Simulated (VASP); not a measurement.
Write the native input for VASP 6.6.1 that does the following.

| Quantity | Value |
| --- | --- |
| Task | single point |
| Functional | r2SCAN |
| Potentials or basis | VASP PAW PBE potentials, release 64 (Cs_sv) |
| Cutoff | 520 eV |
| k mesh | 6 × 6 × 6 |
| Occupations | fermi-dirac, width 0.05 eV |
| Spin | no spin polarisation |
| Dipole correction | no |
| Further INCAR settings | ALGO = Normal; EDIFF = 1e-07; NBANDS = 10 |

Cs:

```
Cs
1.0
     0.00000    3.89497    3.89497
     3.89497    0.00000    3.89497
     3.89497    3.89497    0.00000
Cs
1
Cartesian
  0.0000 0.0000 0.0000
```

This isn't the form of Cs at room conditions, which is bcc.

One way to write it, as run:

POSCAR

```
Cs
1.0
    0.0000000000      3.8949733102      3.8949733102
    3.8949733102      0.0000000000      3.8949733102
    3.8949733102      3.8949733102      0.0000000000
Cs
1
Direct
    0.0000000000      0.0000000000      0.0000000000
```

INCAR.step1

```
SYSTEM = Cs
PREC = Accurate
ENCUT = 520
ISMEAR = -1
SIGMA = 0.05
LREAL = .FALSE.
LASPH = .TRUE.
NELM = 80
NBANDS = 10
GGA = PE
ALGO = Normal
EDIFF = 1E-4
LWAVE = .TRUE.
LCHARG = .FALSE.
```

INCAR.step2

```
SYSTEM = Cs
PREC = Accurate
ENCUT = 520
EDIFF = 1E-7
ISMEAR = -1
SIGMA = 0.05
LREAL = .FALSE.
LASPH = .TRUE.
NELM = 80
ALGO = Normal
ISIF = 2
LWAVE = .FALSE.
LCHARG = .FALSE.
METAGGA = R2SCAN
LMIXTAU = .TRUE.
NBANDS = 10
ISTART = 1
```

KPOINTS

```
regular mesh
0
G
  6 6 6
  0 0 0
```

Potentials or basis: VASP PAW PBE potentials, release 64 (Cs_sv).

Command:

```bash
$ cat potpaw_PBE.64/Cs_sv/POTCAR > POTCAR
$ cp INCAR.step1 INCAR
$ mpirun -np 1 vasp_std > vasp.out
$ cp INCAR.step2 INCAR
$ mpirun -np 1 vasp_std > vasp.out
```

It gave:

| Item | Value |
| --- | --- |
| Pressure | 0.1 GPa |
| Band gap on the k mesh | zero (an odd number of electrons rules out a gap without spin polarisation) |

Caveat: the PAW data sets were made with another functional, which shifts forces and pressure a little; spin-orbit coupling is left out, which moves the levels of the heavy elements.

It took 4 min on 1 thread of Intel Xeon 8259CL (shared host), peak memory 0.28 GiB.
